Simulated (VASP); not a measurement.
Here is a VASP 6.6.1 calculation.

INCAR

```
SYSTEM = C
  PREC = Accurate
  ENCUT = 520
  EDIFF = 1E-6
  ISMEAR = 0
  SIGMA = 0.05
  LREAL = .False.
  LASPH = .True.
  NELM = 100
  ALGO = Normal
  ISIF = 2
  LWAVE = .False.
  LCHARG = .True.
  LELF = .True.
  LVHAR = .True.
  NBANDS = 36
```

The input KPOINTS:

```
Automatic mesh
0
Gamma
  12 12 2
  0 0 0
```

Contents of POSCAR:

```
C
1.0
    2.3177000000      0.0000000000      0.0000000000
   -1.1588500000      2.0071870784      0.0000000000
    0.0000000000      0.0000000000     12.7015000000
C
12
Direct
    0.0000000000      0.0000000000      0.1868599868
    0.0000000000      0.0000000000      0.6868599868
    0.0000000000      0.0000000000      0.3131400132
    0.0000000000      0.0000000000      0.8131400132
    0.3333333333      0.6666666667      0.5207718743
    0.6666666667      0.3333333333      0.0207718743
    0.3333333333      0.6666666667      0.9792281257
    0.6666666667      0.3333333333      0.4792281257
    0.3333333333      0.6666666667      0.6450609412
    0.6666666667      0.3333333333      0.1450609412
    0.3333333333      0.6666666667      0.8549390588
    0.6666666667      0.3333333333      0.3549390588
```

Potentials or basis: VASP PAW LDA potentials, release 64 (C).

Launch:

```bash
$ cat potpaw_LDA.64/C/POTCAR > POTCAR
$ mpirun -np 1 vasp_std > vasp.out
```

Problem. What does it give for the pressure?

Solution. 74.2 GPa.

Problem. Estimate the band gap on the k mesh.

Solution. 2.75 eV, direct.

Problem. What does it give for the largest force?

Solution. 0.719 eV/Å.

Forces on the atoms (eV/Å):
```
C    0.000  0.000  0.706
C    0.000  0.000  0.706
C    0.000  0.000 -0.706
C    0.000  0.000 -0.706
C    0.000  0.000  0.719
C    0.000  0.000  0.719
C    0.000  0.000 -0.719
C    0.000  0.000 -0.719
C    0.000  0.000 -0.552
C    0.000  0.000 -0.552
C    0.000  0.000  0.552
C    0.000  0.000  0.552
```

A k mesh can miss the band edges.
